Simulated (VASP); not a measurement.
# CdS (Hawleyite) (R3m) in VASP: single point with revPBE

Aim: the single point of CdS (Hawleyite) with revPBE.

Program: VASP 6.6.1. These are calculated values, not measurements. Logs are shortened: lines on timing, memory, paths and dates and some standing lists are left out, and cuts for length are marked.

### 1 The cell of the first run

The structure is trigonal, space group R3m (No. 160). The conventional cell has a = 4.125 Å, b = 4.125 Å, c = 10.103 Å, α = 90.00°, β = 90.00°, γ = 120.00°. Within 2.7 Å of Cd (site symmetry 3m) lie 1 S at 2.07 Å. S (site symmetry 3m) has 1 Cd at 2.07 Å within 2.7 Å.

### 2 Single point, revPBE

INCAR

```
SYSTEM = CdS
PREC = Accurate
ENCUT = 520
EDIFF = 1E-7
ISMEAR = -1
SIGMA = 0.03
LREAL = .False.
LASPH = .True.
NELM = 60
ALGO = Normal
ISIF = 2
LWAVE = .False.
LCHARG = .True.
GGA = RE
LELF = .True.
LVHAR = .True.
NBANDS = 16
```

KPOINTS

```
Automatic mesh
0
Gamma
  7 7 7
  0 0 0
```

POSCAR

```
CdS
1.0
    0.0000000000      2.9165000000      2.9165000000
    2.9165000000      0.0000000000      2.9165000000
    2.9165000000      2.9165000000      0.0000000000
Cd S
1 1
Direct
   -0.0675000000      0.0225000000      0.0225000000
    0.3175000000      0.2275000000      0.2275000000
```

Potentials or basis: VASP PAW PBE potentials, release 64 (Cd, S).

Command:

```bash
> cat potpaw_PBE.64/Cd/POTCAR potpaw_PBE.64/S/POTCAR > POTCAR
> mpirun -np 1 vasp_std > vasp.out
```

OUTCAR:

```text
SYSTEM = CdS
   PREC = Accurate
   ENCUT = 520
   EDIFF = 1E-7
   ISMEAR = -1
   LREAL = .False.
   LASPH = .True.
   NELM = 60
   ISIF = 2
   GGA = RE

 ion  position               nearest neighbor table
   1  0.932  0.023  0.023-   2 2.07   2 2.71   2 2.71   2 2.71
   2  0.318  0.227  0.227-   1 2.07   1 2.71   1 2.71   1 2.71

  LATTYP: Found a face centered cubic cell.
 ALAT       =     5.8330000000

  Lattice vectors:

 A1 = (   0.0000000000,   2.9165000000,   2.9165000000)
 A2 = (   2.9165000000,   0.0000000000,   2.9165000000)
 A3 = (   2.9165000000,   2.9165000000,   0.0000000000)

Analysis of symmetry for initial positions (statically):
=====================================================================
 Subroutine PRICEL returns:
 Original cell was already a primitive cell.

 Routine SETGRP: Setting up the symmetry group for a
 face centered cubic supercell.

 Subroutine GETGRP returns: Found  6 space group operations
 (whereof  6 operations were pure point group operations)
 out of a pool of 48 trial point group operations.

The static configuration has the point symmetry C_3v.

Analysis of symmetry for dynamics (positions and initial velocities):
=====================================================================
 Subroutine PRICEL returns:
 Original cell was already a primitive cell.

 Routine SETGRP: Setting up the symmetry group for a
 face centered cubic supercell.

 Subroutine GETGRP returns: Found  6 space group operations
 (whereof  6 operations were pure point group operations)
 out of a pool of 48 trial point group operations.

The dynamic configuration has the point symmetry C_3v.

 Subroutine INISYM returns: Found  6 space group operations
 (whereof  6 operations are pure point group operations),
 and found     1 'primitive' translations

----------------------------------------------------------------------------------------

                                     Primitive cell

  volume of cell :      49.6153

  direct lattice vectors                    reciprocal lattice vectors
     0.000000000  2.916500000  2.916500000    -0.171438368  0.171438368  0.171438368
     2.916500000  0.000000000  2.916500000     0.171438368 -0.171438368  0.171438368
     2.916500000  2.916500000  0.000000000     0.171438368  0.171438368 -0.171438368

  length of vectors
     4.124553855  4.124553855  4.124553855     0.296939964  0.296939964  0.296939964

  position of ions in fractional coordinates (direct lattice)
     0.932500000  0.022500000  0.022500000
     0.317500000  0.227500000  0.227500000

  ion indices of the primitive-cell ions
   primitive index   ion index
                 1           1
                 2           2

----------------------------------------------------------------------------------------

 KPOINTS: Automatic mesh

Automatic generation of k-mesh.
 Grid dimensions read from file:
 generate k-points for:    7    7    7

 Generating k-lattice:

  Cartesian coordinates                     Fractional coordinates (reciprocal lattice)
    -0.024491195  0.024491195  0.024491195     0.142857143  0.000000000  0.000000000
     0.024491195 -0.024491195  0.024491195     0.000000000  0.142857143  0.000000000
     0.024491195  0.024491195 -0.024491195     0.000000000  0.000000000  0.142857143

  Length of vectors
     0.042419995  0.042419995  0.042419995

  Shift w.r.t. Gamma in fractional coordinates (k-lattice)
     0.000000000  0.000000000  0.000000000

 Subroutine IBZKPT returns following result:
 ===========================================

 Found     44 irreducible k-points:

 Following reciprocal coordinates:
            Coordinates               Weight
  0.000000  0.000000  0.000000      1.000000
  0.142857  0.000000  0.000000      2.000000
  0.000000  0.142857  0.000000      6.000000
  0.285714  0.000000  0.000000      2.000000
  0.000000  0.285714  0.000000      6.000000
  0.428571  0.000000  0.000000      2.000000
[... 16 lines left out ...]
  0.285714  0.285714  0.000000      6.000000
  0.428571  0.285714  0.000000      6.000000
 [... further k-points ...]
   k-points           NKPTS =     44   k-points in BZ     NKDIM =     44   number of bands    NBANDS=     16
   number of dos      NEDOS =    301   number of ions     NIONS =      2
   total plane-waves  NPLWV =  32768
   dimension x,y,z NGX =    32 NGY =   32 NGZ =   32
   dimension x,y,z NGXF=    64 NGYF=   64 NGZF=   64
   ions per type =               1   1
   NGX,Y,Z   is equivalent  to a cutoff of  12.90, 12.90, 12.90 a.u.
   NGXF,Y,Z  is equivalent  to a cutoff of  25.80, 25.80, 25.80 a.u.
 SYSTEM =  CdS
   PREC   = accura    normal or accurate (medium, high low for compatibility)
   ISTART =      0    job   : 0-new  1-cont  2-samecut
   ICHARG =      2    charge: 1-file 2-atom 10-const
   ISPIN  =      1    spin polarized calculation?
   LNONCOLLINEAR =      F non collinear calculations
   LSORBIT =      F    spin-orbit coupling
   LASPH  =      T    aspherical Exc in radial PAW
   ENCUT  =  520.0 eV  38.22 Ry    6.18 a.u.   7.67  7.67  7.67*2*pi/ulx,y,z
   NELM   =     60;   NELMIN=  2; NELMDL= -5     # of ELM steps
   EDIFF  = 0.1E-06   stopping-criterion for ELM
   LREAL  =      F    real-space projection
   EDIFFG = 0.1E-05   stopping-criterion for IOM
   NSW    =      0    number of steps for IOM
   IBRION =     -1    ionic relax: 0-MD 1-quasi-New 2-CG
   NFREE  =      0    steps in history (QN), initial steepest desc. (CG)
   ISIF   =      2    stress and relaxation
   ISYM   =      2    0-nonsym 1-usesym 2-fastsym
   POTIM  = 0.5000    time-step for ionic-motion
   TEBEG  =    0.0;   TEEND  =   0.0 temperature during run
   PSTRESS=    0.0 pullay stress
   NELECT =      18.0000    total number of electrons
   NUPDOWN=      -1.0000    fix difference up-down
   EMIN   =  10.00;   EMAX   =-10.00  energy-range for DOS
   EFERMI =   0.00;   METHOD = LEGACY
   ISMEAR =    -1;   SIGMA  =   0.03  broadening in eV -4-tet -1-fermi 0-gaus
   EFERMI_NEDOS =   21; number of points for ismear=-14 and -15
   IALGO  =     38    algorithm
   IMIX   =      4    mixing-type and parameters
     AMIX     =   0.40;   BMIX     =  1.00
     AMIX_MAG =   1.60;   BMIX_MAG =  1.00
  volume/ion in A,a.u.               =      24.81       167.41
  Fermi-wavevector in a.u.,A,eV,Ry     =   1.167599  2.206442 18.548649  1.363287
  Thomas-Fermi vector in A             =   2.304097
   LORBIT       =      0    0 simple, 1 ext, 2 COOP (PROOUT), +10 PAW based schemes
   GGA     = RE    functional components
   LHFCALC =     F    Hartree Fock is set to
   AEXX    =    0.0000 exact exchange contribution
   IVDW    =     0    specifies the selected vdW correction
   LEPSILON=     F    determine dielectric tensor
   LRPA    =     F    only Hartree local field effects (RPA)
 non-spin polarized calculation
  energy-cutoff  :      520.00
  volume of cell :       49.62
 maximum number of plane-waves:      1363
   NGX = 15   NGY = 15   NGZ = 15

 number of electron      17.9999997 magnetization

 Free energy of the ion-electron system (eV)
  ---------------------------------------------------
  ext. energy  EPLUGINS =         0.00000000
  ---------------------------------------------------
  free energy    TOTEN  =        -4.41009188 eV

  energy without entropy =       -4.41009188  energy(sigma->0) =       -4.41009188

 E-fermi :   2.1157     XC(G=0):  -8.9569

 val. band max:        1.5248196993   @ k =   0.0000   0.0000   0.0000
 cond. band min:       2.8771209650   @ k =   0.0000   0.0000   0.0000
 fundamental gap:      1.3523012657
 Fermi energy:         2.1156586022

 k-point     1 :       0.0000    0.0000    0.0000
  band No.  band energies     occupation
      1     -11.4442      2.00000
      2      -6.9056      2.00000
      3      -6.6321      2.00000
      4      -6.6321      2.00000
      5      -6.1490      2.00000
      6      -6.1490      2.00000
[... 8 lines left out ...]
     15      12.6060      0.00000
     16      12.6628      0.00000

 k-point     2 :       0.1429    0.0000    0.0000
  band No.  band energies     occupation
      1     -11.3509      2.00000
      2      -6.8421      2.00000
      3      -6.5744      2.00000
      4      -6.5744      2.00000
      5      -6.1636      2.00000
      6      -6.1636      2.00000
[... 8 lines left out ...]
     15      11.9784      0.00000
     16      13.4854      0.00000

 k-point     3 :       0.0000    0.1429    0.0000
  band No.  band energies     occupation
      1     -11.3754      2.00000
      2      -6.8939      2.00000
      3      -6.6396      2.00000
      4      -6.5497      2.00000
      5      -6.1414      2.00000
      6      -6.1332      2.00000
[... 8 lines left out ...]
     15      12.1740      0.00000
     16      13.3969      0.00000

 k-point     4 :       0.2857    0.0000    0.0000
  band No.  band energies     occupation
      1     -11.1373      2.00000
      2      -6.5982      2.00000
      3      -6.4390      2.00000
      4      -6.4390      2.00000
      5      -6.1959      2.00000
      6      -6.1959      2.00000
[... 8 lines left out ...]
     15      11.9672      0.00000
     16      12.7859      0.00000

 k-point     5 :       0.0000    0.2857    0.0000
  band No.  band energies     occupation
      1     -11.2198      2.00000
      2      -6.8562      2.00000
      3      -6.6609      2.00000
      4      -6.3604      2.00000
      5      -6.0923      2.00000
      6      -6.0604      2.00000
[... 8 lines left out ...]
     15      12.5065      0.00000
     16      12.7675      0.00000

 k-point     6 :       0.4286    0.0000    0.0000
  band No.  band energies     occupation
      1     -10.9640      2.00000
      2      -6.3255      2.00000
      3      -6.3255      2.00000
      4      -6.2188      2.00000
      5      -6.2188      2.00000
      6      -6.1864      2.00000
[... 8 lines left out ...]
     15      13.5324      0.00000
     16      13.5324      0.00000
[... 267 lines left out ...]
 k-point    21 :      -0.1429    0.1429    0.0000
  band No.  band energies     occupation
      1     -11.2429      2.00000
      2      -6.7820      2.00000
      3      -6.5906      2.00000
      4      -6.4277      2.00000
      5      -6.1552      2.00000
      6      -6.1540      2.00000
[... 8 lines left out ...]
     15      12.2708      0.00000
     16      14.3955      0.00000

 k-point    22 :       0.0000   -0.1429    0.1429
  band No.  band energies     occupation
      1     -11.2825      2.00000
      2      -6.8968      2.00000
      3      -6.6283      2.00000
      4      -6.4611      2.00000
      5      -6.1263      2.00000
      6      -6.0745      2.00000
[... 8 lines left out ...]
     15      12.6947      0.00000
     16      14.5275      0.00000

 k-point    23 :       0.2857    0.2857    0.0000
  band No.  band energies     occupation
      1     -11.1195      2.00000
      2      -6.7953      2.00000
      3      -6.4847      2.00000
      4      -6.4236      2.00000
      5      -6.0969      2.00000
      6      -6.0548      2.00000
[... 8 lines left out ...]
     15      13.4026      0.00000
     16      16.2839      0.00000

 k-point    24 :       0.4286    0.2857    0.0000
  band No.  band energies     occupation
      1     -10.9757      2.00000
      2      -6.6601      2.00000
      3      -6.4081      2.00000
      4      -6.2935      2.00000
      5      -6.1207      2.00000
      6      -5.9397      2.00000
[... 8 lines left out ...]
     15      14.0158      0.00000
     16      15.6604      0.00000

 [... further k-points ...]
[... 5 lines left out ...]
  --------------------------------------------------------------------------------------
  -------------------------------------------------------------------------------------
  Total        4.3943753      4.3943753      4.3943753     -4.4440087      4.4440087     -4.4440087
  in kB      141.9030691    141.9030691    141.9030691   -143.5058300    143.5058300   -143.5058300
  external PRESSURE =     141.9030691 kB  Pullay stress =       0.0000000 kB

 VOLUME and BASIS-vectors are now :
 -----------------------------------------------------------------------------
  energy-cutoff  :      520.00
  volume of cell :       49.62
      direct lattice vectors                 reciprocal lattice vectors
     0.000000000  2.916500000  2.916500000    -0.171438368  0.171438368  0.171438368
     2.916500000  0.000000000  2.916500000     0.171438368 -0.171438368  0.171438368
     2.916500000  2.916500000  0.000000000     0.171438368  0.171438368 -0.171438368

 POSITION                                       TOTAL-FORCE (eV/Angst)
 -----------------------------------------------------------------------------------
      0.13124      2.78526      2.78526        -3.934524      3.934524      3.934524
      1.32701      1.58949      1.58949         3.934524     -3.934524     -3.934524
 -----------------------------------------------------------------------------------
    total drift:                               -0.000260      0.000260      0.000261

  FREE ENERGIE OF THE ION-ELECTRON SYSTEM (eV)
  ---------------------------------------------------
  free  energy   TOTEN  =        -4.4100918784 eV

  energy  without entropy=       -4.4100918784  energy(sigma->0) =       -4.41009188
```

It took 42 s on 1 thread of Intel Xeon Platinum 8488C (Sapphire Rapids), shared host; peak memory 0.19 GiB.

Results:

| Quantity | Value |
| --- | --- |
| Free energy | -4.4101 eV |
| Pressure | 14.2 GPa |
| Largest force | 6.815 eV/Å |
| Band gap on the k mesh | 1.35 eV, direct |

Forces on the atoms (eV/Å):
```
Cd  -3.935  3.935  3.935
S    3.935 -3.935 -3.935
```

Caveat: the PAW data sets were made with another functional, which shifts forces and pressure a little.
